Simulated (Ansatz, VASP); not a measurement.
ZnO in VASP and in Ansatz

Contents of INCAR:

```
PREC = Accurate
ENCUT = 600
EDIFF = 1E-7
ISMEAR = 0
SIGMA = 0.1
LREAL = False
LASPH = True
NELM = 120
ALGO = Normal
ISIF = 3
LWAVE = False
LCHARG = False
GGA = PE
IBRION = 2
NSW = 60
EDIFFG = -0.04
GGA_COMPAT = False
NELMIN = 4
```

Contents of KPOINTS:

```
Automatic mesh
0
Gamma
  8 8 8
```

The input POSCAR:

```
ZnO
1.0
    0.0000000000      2.1400000000      2.1400000000
    2.1400000000      0.0000000000      2.1400000000
    2.1400000000      2.1400000000      0.0000000000
Zn O
1 1
Direct
    0.0000000000      0.0000000000      0.0000000000
    0.5000000000      0.5000000000      0.5000000000
```

Input for Ansatz:

```yaml
crystal:
  lattice:
    - [0.0, 2.14, 2.14]
    - [2.14, 0.0, 2.14]
    - [2.14, 2.14, 0.0]
  atoms:
    - { symbol: Zn, position: [0.0, 0.0, 0.0] }
    - { symbol: O, position: [0.5, 0.5, 0.5] }
basis:
  ecutwfc: 420
kpoints:
  mp_grid: { grid: [8, 8, 8] }
hamiltonian:
  xc: pbe
scf:
  occupations: { method: gaussian, width: 0.1 }
output:
  forces: true
  stress: true
  eigenvalues: true
relax:
  adjacent_minimum: "off"
  f_tol: 0.04
  max_steps: 40
  cell: { stress_tol: 0.4 }
```

Alike in both runs: task relaxation of cell and atoms; functional PBE; k mesh 8 × 8 × 8; occupations gaussian, width 0.1 eV; no spin polarisation.

|  | VASP | Ansatz |
| --- | --- | --- |
| version | VASP 6.6.1 | Ansatz 0.2.0 |
| potentials or method | VASP PAW PBE potentials, release 64 (Zn, O), cutoff 600 eV | scalar-relativistic, plane waves, PAW |
| valence electrons in the cell | 18 | 18 |

VASP gave:

| Item | Value |
| --- | --- |
| gap on the k mesh at the Fermi level, each at its own relaxed structure (eV) | 0.70 |
| relaxed volume (Å³/atom) | 10.19 |
| relaxed length of the cell vector where the two differ most in proportion (Å) | 3.066 |

Problem. Estimate Ansatz's values.

Solution. gap on the k mesh at the Fermi level, each at its own relaxed structure (eV): 0.76; relaxed volume (Å³/atom): 10.13; relaxed length of the cell vector where the two differ most in proportion (Å): 3.060.
